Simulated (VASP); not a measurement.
Input of a VASP 6.6.1 run:

Contents of POSCAR:

```
Ga3BAs4
1.0
    5.3952009754      0.0000000000      0.0000000000
    0.0000000000      5.3952009754      0.0000000000
    0.0000000000      0.0000000000      5.3952009754
B As Ga
1 4 3
Direct
    0.0000000000      0.0000000000      0.0000000000
    0.2290595190      0.2290595190      0.2290595190
    0.7709404810      0.7709404810      0.2290595190
    0.7709404810      0.2290595190      0.7709404810
    0.2290595190      0.7709404810      0.7709404810
    0.5000000000      0.5000000000      0.0000000000
    0.5000000000      0.0000000000      0.5000000000
    0.0000000000      0.5000000000      0.5000000000
```

Contents of INCAR.step1:

```
PREC = Accurate
ENCUT = 520
ISMEAR = 0
SIGMA = 0.01
LREAL = False
LASPH = True
NELM = 80
NBANDS = 41
GGA = PE
ALGO = Normal
EDIFF = 1E-4
LWAVE = True
LCHARG = False
```

The input INCAR.step2:

```
PREC = Accurate
ENCUT = 520
EDIFF = 1E-6
ISMEAR = 0
SIGMA = 0.01
LREAL = False
LASPH = True
NELM = 80
ALGO = Normal
ISIF = 2
LWAVE = False
LCHARG = False
METAGGA = R2SCAN
LMIXTAU = True
NBANDS = 41
ISTART = 1
```

File KPOINTS:

```
regular mesh
0
Gamma
  4 4 4
```

Potentials or basis: VASP PAW PBE potentials, release 64 (B, As, Ga_d).

Run with:

```console
$ cat potpaw_PBE.64/B/POTCAR potpaw_PBE.64/As/POTCAR potpaw_PBE.64/Ga_d/POTCAR > POTCAR
$ cp INCAR.step1 INCAR
$ mpirun -np 1 vasp_std > vasp.out
$ cp INCAR.step2 INCAR
$ mpirun -np 1 vasp_std > vasp.out
```

Estimate the band gap on the k mesh.

0.86 eV, indirect (least direct gap 1.37 eV).

What does it give for the pressure?

2.9 GPa.

Forces on the atoms (eV/Å):
```
B    0.000  0.000  0.000
As  -0.012 -0.012 -0.012
As   0.012  0.012 -0.012
As   0.012 -0.012  0.012
As  -0.012  0.012  0.012
Ga   0.000  0.000  0.000
Ga   0.000  0.000  0.000
Ga   0.000  0.000  0.000
```

Caveat: the PAW data sets were made with another functional, which shifts forces and pressure a little. A k mesh can miss the band edges.
